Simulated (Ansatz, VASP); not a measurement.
Two plane-wave programs on Al2Pt

```
CELL_PARAMETERS angstrom
0.00000 -2.85374 0.00000
2.85374 0.00000 0.00000
-1.42687 1.42687 5.63686
ATOMIC_POSITIONS crystal
Al 0.99255 0.99255 0.98509
Al 0.67412 0.67412 0.34824
Pt 0.33333 0.33333 0.66667
```

Alike in both runs: functional PBE; k mesh 12 × 12 × 12; occupations gaussian, width 0.1 eV; no spin polarisation.

Ansatz relaxed the structure, and its values are those at the end. VASP's run is a single point on that final structure, the one shown.

|  | VASP | Ansatz |
| --- | --- | --- |
| version | VASP 6.6.1 | Ansatz 0.2.0 |
| potentials or method | VASP PAW PBE potentials, release 64 (Al, Pt), cutoff 520 eV | scalar-relativistic, plane waves, PAW |
| valence electrons in the cell | 16 | 24 |

|  | VASP | Ansatz | Ansatz less VASP |
| --- | --- | --- | --- |
| gap on the k mesh at the Fermi level (eV) | none | none | - |
| pressure (GPa) | -0.2 | 0.0 | +0.15 |
| rms of the force components (eV/Å) | 0.003 | 0.000 | -0.0029 |

A gap of «none» marks a metal or a gap that the smearing closes. VASP's potentials hold 16 valence electrons a cell and Ansatz's 24, so a difference there can come from the potentials and not from the codes.

Neither program's run includes spin-orbit coupling.
